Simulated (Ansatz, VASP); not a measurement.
# LiBr: VASP beside Ansatz

File INCAR:

```
ALGO     = Normal         # electronic algorithm
EDIFF    = 1E-6           # SCF threshold, eV
ENCUT    = 750            # plane-wave cutoff, eV
GGA      = PE             # functional
GGA_COMPAT= False        
ISIF     = 2              # what is computed and relaxed
ISMEAR   = -1             # smearing method
LASPH    = True           # aspherical terms in the spheres
LCHARG   = False          # write CHGCAR
LREAL    = False          # projectors in reciprocal space
LWAVE    = False          # write WAVECAR
NBANDS   = 12             # bands
NELM     = 120            # most SCF steps
PREC     = Accurate       # precision mode
SIGMA    = 0.05           # smearing width, eV
```

The input KPOINTS:

```
k-points
0
Gamma
  13 13 13
```

The input POSCAR:

```
LiBr
1.0
    0.0000000000      2.3234815647      2.3234815647
    2.3234815647      0.0000000000      2.3234815647
    2.3234815647      2.3234815647      0.0000000000
Li Br
1 1
Direct
    0.0000000000      0.0000000000      0.0000000000
    0.5000000000      0.5000000000      0.5000000000
```

Input for Ansatz:

```yaml
crystal:
  lattice:
    - [0.0, 2.3234815647, 2.3234815647]
    - [2.3234815647, 0.0, 2.3234815647]
    - [2.3234815647, 2.3234815647, 0.0]
  atoms:
    - { symbol: Li, position: [0.0, 0.0, 0.0] }
    - { symbol: Br, position: [0.5, 0.5, 0.5] }
kpoints:
  mp_grid: { grid: [13, 13, 13] }
scf:
  occupations: { method: fermi_dirac, width: 0.05 }
hamiltonian:
  xc: pbe
  pseudopotentials: { kind: paw }
output:
  forces: true
  stress: true
  eigenvalues: true
  populations: true
```

Change from the starting cell: volume scaled by 0.6, PAW files.

Alike in both runs: task single point; functional PBE; k mesh 13 × 13 × 13; occupations fermi-dirac, width 0.05 eV; no spin polarisation.

|  | VASP | Ansatz |
| --- | --- | --- |
| version | VASP 6.6.1 | Ansatz 0.2.0 |
| potentials or method | VASP PAW PBE potentials, release 64 (Li_sv, Br) | PAW with Ansatz's default frozen-core files, scalar-relativistic |
| plane-wave cutoff (eV) | 750 | 420 |
| valence electrons in the cell | 10 | 10 |

VASP gave:

| Item | Value |
| --- | --- |
| gap on the k mesh at the Fermi level (eV) | 5.59 |
| pressure (GPa) | 40.0 |

Q: Which values does Ansatz return?

A: gap on the k mesh at the Fermi level (eV): 5.60; pressure (GPa): 40.0.

Both programs put the cell under a high pressure, so it lies far from rest at this level. With one functional, cell and mesh, what is left measures potentials, basis and numerics.
